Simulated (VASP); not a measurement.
# Fe (Im-3m) in VASP: single point with LDA

Aim: the single point of Fe with LDA.

Everything below comes from runs of VASP 6.6.1. Logs are shortened: lines on timing, memory, paths and dates and some standing lists are left out, and cuts for length are marked.

## 1. The cell of the first run

The structure is cubic, space group Im-3m (No. 229). Conventional cell: a = 2.532 Å, b = 2.532 Å, c = 2.532 Å, α = 90.00°, β = 90.00°, γ = 90.00°. Within 2.9 Å of Fe (site symmetry m-3m) lie 14 Fe at 2.19 to 2.53 Å.

## 2. Single point, LDA, collinear spin, ferromagnetic start (volume scaled by 0.779, to set the pressure)

Input file INCAR:

```
PREC = Accurate
ENCUT = 600
EDIFF = 1E-6
ISMEAR = -1
SIGMA = 0.05
LREAL = False
LASPH = True
NELM = 200
ALGO = Normal
ISIF = 2
LWAVE = False
LCHARG = True
ISPIN = 2
MAGMOM = 2.5
LORBIT = 11
LMAXMIX = 4
LELF = True
LVHAR = True
NBANDS = 14
GGA_COMPAT = False
```

Input file KPOINTS:

```
Automatic mesh
0
Gamma
  21 21 21
```

Input file POSCAR:

```
Fe
1.0
   -1.2658219825      1.2658219825      1.2658219825
    1.2658219825     -1.2658219825      1.2658219825
    1.2658219825      1.2658219825     -1.2658219825
Fe
1
Direct
    0.0000000000      0.0000000000      0.0000000000
```

Potentials or basis: VASP PAW LDA potentials, release 64 (Fe).

Command:

```bash
$ cat potpaw_LDA.64/Fe/POTCAR > POTCAR
$ mpirun -np 1 vasp_std > vasp.out
```

OUTCAR:

```text
PREC = Accurate
   ENCUT = 600
   EDIFF = 1E-6
   ISMEAR = -1
   LREAL = False
   LASPH = True
   NELM = 200
   ISIF = 2
   ISPIN = 2
   LORBIT = 11

 ion  position               nearest neighbor table
   1  0.000  0.000  0.000-

  LATTYP: Found a body centered cubic cell.
 ALAT       =     2.5316439650

  Lattice vectors:

 A1 = (  -1.2658219825,   1.2658219825,   1.2658219825)
 A2 = (   1.2658219825,  -1.2658219825,   1.2658219825)
 A3 = (   1.2658219825,   1.2658219825,  -1.2658219825)

Analysis of symmetry for initial positions (statically):
=====================================================================
 Subroutine PRICEL returns:
 Original cell was already a primitive cell.

 Routine SETGRP: Setting up the symmetry group for a
 body centered cubic supercell.

 Subroutine GETGRP returns: Found 48 space group operations
 (whereof 48 operations were pure point group operations)
 out of a pool of 48 trial point group operations.

The static configuration has the point symmetry O_h .

Analysis of symmetry for dynamics (positions and initial velocities):
=====================================================================
 Subroutine PRICEL returns:
 Original cell was already a primitive cell.

 Routine SETGRP: Setting up the symmetry group for a
 body centered cubic supercell.

 Subroutine GETGRP returns: Found 48 space group operations
 (whereof 48 operations were pure point group operations)
 out of a pool of 48 trial point group operations.

The dynamic configuration has the point symmetry O_h .

Analysis of structural, dynamic, and magnetic symmetry:
=====================================================================
 Subroutine PRICEL returns:
 Original cell was already a primitive cell.

 Routine SETGRP: Setting up the symmetry group for a
 body centered cubic supercell.

 Subroutine GETGRP returns: Found 48 space group operations
 (whereof 48 operations were pure point group operations)
 out of a pool of 48 trial point group operations.

The overall configuration has the point symmetry O_h .

 Subroutine INISYM returns: Found 48 space group operations
 (whereof 48 operations are pure point group operations),
 and found     1 'primitive' translations

----------------------------------------------------------------------------------------

                                     Primitive cell

  volume of cell :       8.1129

  direct lattice vectors                    reciprocal lattice vectors
    -1.265821983  1.265821983  1.265821983     0.000000000  0.395000250  0.395000250
     1.265821983 -1.265821983  1.265821983     0.395000250  0.000000000  0.395000250
     1.265821983  1.265821983 -1.265821983     0.395000250  0.395000250  0.000000000

  length of vectors
     2.192467987  2.192467987  2.192467987     0.558614711  0.558614711  0.558614711

  position of ions in fractional coordinates (direct lattice)
     0.000000000  0.000000000  0.000000000

  ion indices of the primitive-cell ions
   primitive index   ion index
                 1           1

----------------------------------------------------------------------------------------

 KPOINTS: Automatic mesh

Automatic generation of k-mesh.
 Grid dimensions read from file:
 generate k-points for:   21   21   21

 Generating k-lattice:

  Cartesian coordinates                     Fractional coordinates (reciprocal lattice)
     0.000000000  0.018809536  0.018809536     0.047619048  0.000000000  0.000000000
     0.018809536  0.000000000  0.018809536     0.000000000  0.047619048  0.000000000
     0.018809536  0.018809536  0.000000000     0.000000000  0.000000000  0.047619048

  Length of vectors
     0.026600701  0.026600701  0.026600701

  Shift w.r.t. Gamma in fractional coordinates (k-lattice)
     0.000000000  0.000000000  0.000000000

 Subroutine IBZKPT returns following result:
 ===========================================

 Found    286 irreducible k-points:

 Following reciprocal coordinates:
            Coordinates               Weight
  0.000000  0.000000  0.000000      1.000000
  0.047619  0.000000  0.000000     12.000000
  0.095238  0.000000  0.000000     12.000000
  0.142857  0.000000  0.000000     12.000000
  0.190476  0.000000  0.000000     12.000000
  0.238095  0.000000  0.000000     12.000000
[... 16 lines left out ...]
  0.142857  0.095238 -0.000000     48.000000
  0.190476  0.095238  0.000000     48.000000
 [... further k-points ...]
   k-points           NKPTS =    286   k-points in BZ     NKDIM =    286   number of bands    NBANDS=     14
   number of dos      NEDOS =    301   number of ions     NIONS =      1
   total plane-waves  NPLWV =   5832
   dimension x,y,z NGX =    18 NGY =   18 NGZ =   18
   dimension x,y,z NGXF=    36 NGYF=   36 NGZF=   36
   ions per type =               1
   NGX,Y,Z   is equivalent  to a cutoff of  13.65, 13.65, 13.65 a.u.
   NGXF,Y,Z  is equivalent  to a cutoff of  27.30, 27.30, 27.30 a.u.
 SYSTEM =  unknown system
   PREC   = accura    normal or accurate (medium, high low for compatibility)
   ISTART =      0    job   : 0-new  1-cont  2-samecut
   ICHARG =      2    charge: 1-file 2-atom 10-const
   ISPIN  =      2    spin polarized calculation?
   LNONCOLLINEAR =      F non collinear calculations
   LSORBIT =      F    spin-orbit coupling
   LASPH  =      T    aspherical Exc in radial PAW
   ENCUT  =  600.0 eV  44.10 Ry    6.64 a.u.   4.38  4.38  4.38*2*pi/ulx,y,z
   NELM   =    200;   NELMIN=  2; NELMDL= -5     # of ELM steps
   EDIFF  = 0.1E-05   stopping-criterion for ELM
   LREAL  =      F    real-space projection
   EDIFFG = 0.1E-04   stopping-criterion for IOM
   NSW    =      0    number of steps for IOM
   IBRION =     -1    ionic relax: 0-MD 1-quasi-New 2-CG
   NFREE  =      0    steps in history (QN), initial steepest desc. (CG)
   ISIF   =      2    stress and relaxation
   ISYM   =      2    0-nonsym 1-usesym 2-fastsym
   POTIM  = 0.5000    time-step for ionic-motion
   TEBEG  =    0.0;   TEEND  =   0.0 temperature during run
   PSTRESS=    0.0 pullay stress
   NELECT =       8.0000    total number of electrons
   NUPDOWN=      -1.0000    fix difference up-down
   EMIN   =  10.00;   EMAX   =-10.00  energy-range for DOS
   EFERMI =   0.00;   METHOD = LEGACY
   ISMEAR =    -1;   SIGMA  =   0.05  broadening in eV -4-tet -1-fermi 0-gaus
   EFERMI_NEDOS =   21; number of points for ismear=-14 and -15
   IALGO  =     38    algorithm
   IMIX   =      4    mixing-type and parameters
     AMIX     =   0.40;   BMIX     =  1.00
     AMIX_MAG =   1.60;   BMIX_MAG =  1.00
  volume/ion in A,a.u.               =       8.11        54.75
  Fermi-wavevector in a.u.,A,eV,Ry     =   1.629467  3.079246 36.125675  2.655162
  Thomas-Fermi vector in A             =   2.721928
   LORBIT       =     11    0 simple, 1 ext, 2 COOP (PROOUT), +10 PAW based schemes
   GGA     = CA    functional components
   LHFCALC =     F    Hartree Fock is set to
   AEXX    =    0.0000 exact exchange contribution
   IVDW    =     0    specifies the selected vdW correction
   LEPSILON=     F    determine dielectric tensor
   LRPA    =     F    only Hartree local field effects (RPA)
 spin polarized calculation
  energy-cutoff  :      600.00
  volume of cell :        8.11
 maximum number of plane-waves:       281
 NGX is ok and might be reduce to    18
   NGX =  9   NGY =  9   NGZ =  9

 number of electron       8.0000005 magnetization       1.3263762

 Free energy of the ion-electron system (eV)
  ---------------------------------------------------
  ext. energy  EPLUGINS =         0.00000000
  ---------------------------------------------------
  free energy    TOTEN  =        -8.62591685 eV

  energy without entropy =       -8.61483502  energy(sigma->0) =       -8.62037593

 E-fermi :   9.9694     XC(G=0): -15.4188

 val. band max:        9.9678479098   @ k =   0.3333   0.1905   0.0000
 cond. band min:       9.9712483859   @ k =  -0.4762   0.4762   0.2857
 fundamental gap:      0.0034004762
 Fermi energy:         9.9693559416

 spin component 1

 k-point     1 :       0.0000    0.0000    0.0000
  band No.  band energies     occupation
      1      -0.5785      1.00000
      2       6.9098      1.00000
      3       6.9098      1.00000
      4       6.9098      1.00000
      5       9.1906      1.00000
      6       9.1906      1.00000
      7      38.1116      0.00000
      8      38.1116      0.00000
      9      38.1116      0.00000
     10      45.9365      0.00000
     11      45.9365      0.00000
     12      50.5891      0.00000
     13      50.5891      0.00000
     14      50.5891      0.00000
[... 375 lines left out ...]
 k-point    24 :       0.1905    0.0952    0.0000
  band No.  band energies     occupation
      1       2.2942      1.00000
      2       6.0096      1.00000
      3       6.3675      1.00000
      4       8.6823      1.00000
      5       9.1811      1.00000
      6       9.4767      0.99995
      7      30.5474      0.00000
      8      33.4396      0.00000
      9      39.1191      0.00000
     10      40.3496      0.00000
     11      45.7284      0.00000
     12      47.6304      0.00000
     13      52.9681      0.00000
     14      54.2640      0.00000

 [... further k-points ...]

 spin component 2

 k-point     1 :       0.0000    0.0000    0.0000
  band No.  band energies     occupation
      1      -0.2605      1.00000
      2       7.9474      1.00000
      3       7.9474      1.00000
      4       7.9474      1.00000
      5      10.7197      0.00000
      6      10.7197      0.00000
      7      38.2918      0.00000
      8      38.2918      0.00000
      9      38.2918      0.00000
     10      46.3670      0.00000
     11      46.3670      0.00000
     12      51.1625      0.00000
     13      51.1625      0.00000
     14      51.1625      0.00000
[... 375 lines left out ...]
 k-point    24 :       0.1905    0.0952    0.0000
  band No.  band energies     occupation
      1       2.6813      1.00000
      2       6.9894      1.00000
      3       7.3399      1.00000
      4      10.0850      0.09011
      5      10.2861      0.00177
      6      11.0042      0.00000
      7      31.1311      0.00000
      8      33.8719      0.00000
      9      39.4915      0.00000
     10      40.8378      0.00000
     11      46.1301      0.00000
     12      48.1492      0.00000
     13      53.3728      0.00000
     14      54.7913      0.00000

 [... further k-points ...]
[... 5 lines left out ...]
  --------------------------------------------------------------------------------------
  -------------------------------------------------------------------------------------
  Total        5.4256135      5.4256135      5.4256135      0.0000000     -0.0000000      0.0000000
  in kB     1071.4737778   1071.4737778   1071.4737778      0.0000000     -0.0000000      0.0000000
  external PRESSURE =    1071.4737778 kB  Pullay stress =       0.0000000 kB

 VOLUME and BASIS-vectors are now :
 -----------------------------------------------------------------------------
  energy-cutoff  :      600.00
  volume of cell :        8.11
      direct lattice vectors                 reciprocal lattice vectors
    -1.265821983  1.265821983  1.265821983     0.000000000  0.395000250  0.395000250
     1.265821983 -1.265821983  1.265821983     0.395000250  0.000000000  0.395000250
     1.265821983  1.265821983 -1.265821983     0.395000250  0.395000250  0.000000000

 POSITION                                       TOTAL-FORCE (eV/Angst)
 -----------------------------------------------------------------------------------
      0.00000      0.00000      0.00000        -0.000000      0.000000      0.000000
 -----------------------------------------------------------------------------------
    total drift:                                0.000000     -0.000000      0.000000

  FREE ENERGIE OF THE ION-ELECTRON SYSTEM (eV)
  ---------------------------------------------------
  free  energy   TOTEN  =        -8.6259168456 eV

  energy  without entropy=       -8.6148350207  energy(sigma->0) =       -8.62037593

 total charge

# of ion       s       p       d       tot
------------------------------------------
    1        0.660   0.891   6.678   8.230

 magnetization (x)

# of ion       s       p       d       tot
------------------------------------------
    1       -0.008  -0.027   1.319   1.284
```

Wall time 2.2 min (1 thread of AMD EPYC 7R13, shared host); peak memory 0.14 GiB.

Results:

| Property | Result |
| --- | --- |
| Free energy | -8.6259 eV |
| Pressure | 107.1 GPa |
| Net moment | 1.33 μB per cell |
| Site moments | Fe +1.28 μB |

Caveat: the cell differs from its parent crystal (volume scaled by 0.779, to set the pressure).
